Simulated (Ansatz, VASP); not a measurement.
Al2O3: VASP beside Ansatz

```
CELL_PARAMETERS angstrom
2.88432 0.00000 0.00000
-1.44216 2.49790 0.00000
0.00000 0.00000 9.05665
ATOMIC_POSITIONS crystal
Al 0.00000 0.00000 0.14999
Al 0.00000 0.00000 0.85001
O 0.33333 0.66667 0.22232
O 0.66667 0.33333 0.00000
O 0.33333 0.66667 0.77768
```

Change from the starting cell: strain +0.000 along x and y, -0.030 along z, atoms carried along.

Alike in both runs: task single point; functional LDA; k mesh 12 × 12 × 4; occupations gaussian, width 0.05 eV; no spin polarisation.

|  | VASP | Ansatz |
| --- | --- | --- |
| version | VASP 6.6.1 | Ansatz 0.2.0 |
| potentials or method | VASP PAW LDA potentials, release 64 (Al, O), cutoff 520 eV | scalar-relativistic, plane waves, PAW |
| valence electrons in the cell | 24 | 24 |

|  | VASP | Ansatz | Ansatz less VASP |
| --- | --- | --- | --- |
| gap on the k mesh at the Fermi level (eV) | 4.71 | 4.73 | +0.020 |
| least direct gap on the mesh (eV) | 4.97 | 4.98 | +0.016 |
| pressure (GPa) | -3.6 | -4.3 | -0.64 |
| traceless stress, the component that is largest in VASP (GPa) | 4.91 | 5.45 | +0.542 |
| rms of the force components (eV/Å) | 0.142 | 0.147 | +0.0051 |

LDA's correlation is that of Perdew and Zunger in VASP and of Perdew and Wang (1992) in Ansatz. Atom by atom the forces differ by 0.011 eV/Å (rms over components).
